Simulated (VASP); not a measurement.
Write the native input for VASP 6.6.1 that does the following.

* Task: single point
* Functional: PBE
* Potentials or basis: VASP PAW PBE potentials, release 64 (In_d, Se)
* Cutoff: 520 eV
* k mesh: 3 × 3 × 3
* Occupations: gaussian, width 0.1 eV
* Spin: no spin polarisation
* Dipole correction: no
* Further INCAR settings: ALGO = Normal; EDIFF = 1e-07; NBANDS = 62

The structure of In3Se2 lies in POSCAR:

```
In3Se2
1.0
    3.8839974942      2.2424269988      6.2555938172
   -3.8839974942      2.2424269988      6.2555938172
    0.0000000000     -4.4848539976      6.2555938172
In Se
6 4
Direct
    0.0320208405      0.4679791595      0.7500000000
    0.7500000000      0.0320208405      0.4679791595
    0.4679791595      0.7500000000      0.0320208405
    0.9679791595      0.5320208405      0.2500000000
    0.2500000000      0.9679791595      0.5320208405
    0.5320208405      0.2500000000      0.9679791595
    0.8682207704      0.8682207704      0.8682207704
    0.6317792296      0.6317792296      0.6317792296
    0.1317792296      0.1317792296      0.1317792296
    0.3682207704      0.3682207704      0.3682207704
```

The input as run:

INCAR

```
ALGO = Normal
EDIFF = 1E-7
ENCUT = 520
GGA = PE
ISIF = 2
ISMEAR = 0
LASPH = T
LCHARG = T
LELF = T
LREAL = F
LVHAR = T
LWAVE = F
NBANDS = 62
NELM = 100
PREC = Accurate
SIGMA = 0.1
```

KPOINTS

```
k-points
0
Gamma
  3 3 3
```

Potentials or basis: VASP PAW PBE potentials, release 64 (In_d, Se).

The run is started by

```sh
$ cat potpaw_PBE.64/In_d/POTCAR potpaw_PBE.64/Se/POTCAR > POTCAR
$ mpirun -np 1 vasp_std > vasp.out
```

Results of the run:

| Property | Result |
| --- | --- |
| Pressure | 0.2 GPa |
| Largest force | 0.026 eV/Å |
| Band gap on the k mesh | zero (band 51 reaches 4.69 eV, above the bottom of band 52 at 3.99 eV) |

Caveat: spin-orbit coupling is left out, which moves the levels of the heavy elements.

Run time: 2.3 min on 1 thread of Intel(R) Xeon(R) Platinum 8559C (Emerald Rapids), on a shared host, peak memory 0.52 GiB.
